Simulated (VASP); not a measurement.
CoSn, 6 atoms in the cell. The structure is hexagonal, space group P-62m (No. 189). Conventional cell: a = 5.220 Å, b = 5.220 Å, c = 4.168 Å, α = 90.00°, β = 90.00°, γ = 120.00°. Co (site symmetry m2m) has 6 Sn at 2.49 to 2.73 Å and 4 Co at 2.62 Å within 3.3 Å. Within 3.4 Å of Sn (site symmetry -6) lie 6 Co at 2.57 Å and 3 Sn at 3.01 Å. Within 3.3 Å of Sn (site symmetry -62m) lie 6 Co at 2.49 to 2.73 Å.  This cell differs from its parent crystal: atoms displaced along a vibrational mode.

```yaml
Program: VASP 6.6.1
Task: single point
Functional: PBEsol
Potentials_or_basis: VASP PAW PBE potentials, release 64 (Co, Sn_d)
Cutoff: 520 eV
k_mesh: 12 × 12 × 12
Occupations: gaussian, width 0.15 eV
Spin: no spin polarisation
Dipole_correction: no
Further_INCAR_settings: ALGO = Fast; EDIFF = 1e-06; NBANDS = 44
```

Potentials or basis: VASP PAW PBE potentials, release 64 (Co, Sn_d).

Run with:

```console
$ cat potpaw_PBE.64/Co/POTCAR potpaw_PBE.64/Sn_d/POTCAR > POTCAR
$ mpirun -np 1 vasp_std > vasp.out
```

Hardware: 1 thread of Oxide Virtual Turin-like Processor, with other jobs on the host.

Q: How long does it take, and how much memory?

A: Wall time 10 min on 1 thread of Oxide Virtual Turin-like Processor, on a shared host, peak memory 0.51 GiB. Counts: scf iterations 16, k points 133.
